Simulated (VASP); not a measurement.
**MgAu: electric field gradients with LDA**

Crystal: MgAu.

```
Mg Au
1.0
     3.19247    0.00000    0.00000
     0.00000    3.19247    0.00000
     0.00000    0.00000    3.19247
Mg Au
1 1
Direct
  0.50000 0.50000 0.50000
  0.00000 0.00000 0.00000
```

This cell differs from its parent crystal: volume scaled by 0.94.

* Program: VASP 6.6.1
* Task: electric field gradients
* Functional: LDA
* Potentials or basis: VASP PAW LDA potentials, release 64 (Mg, Au)
* Cutoff: 520 eV
* k mesh: 13 × 13 × 13
* Occupations: fermi-dirac, width 0.05 eV
* Spin: no spin polarisation
* Dipole correction: no
* Further INCAR settings: ALGO = Normal; EDIFF = 1e-08; NBANDS = 14

* Pressure: 2.2 GPa

Levels at points of the mesh, in eV from the Fermi level:
```tsv
k point	band 3	band 4	band 5	band 6	band 7	band 8	band 9	band 10
(0.00, 0.00, 0.00)	-6.20	-4.21	-4.21	-4.21	5.54	5.54	5.54	9.23
```

Wall time 15 s on 1 thread of Intel Xeon 6975P-C, with other jobs on the host, peak memory 0.16 GiB.

Caveat: without QUAD_EFG the Cq values of the log hold for a quadrupole moment of 1 mb, not for the nuclei; spin-orbit coupling is left out, which moves the levels of the heavy elements.
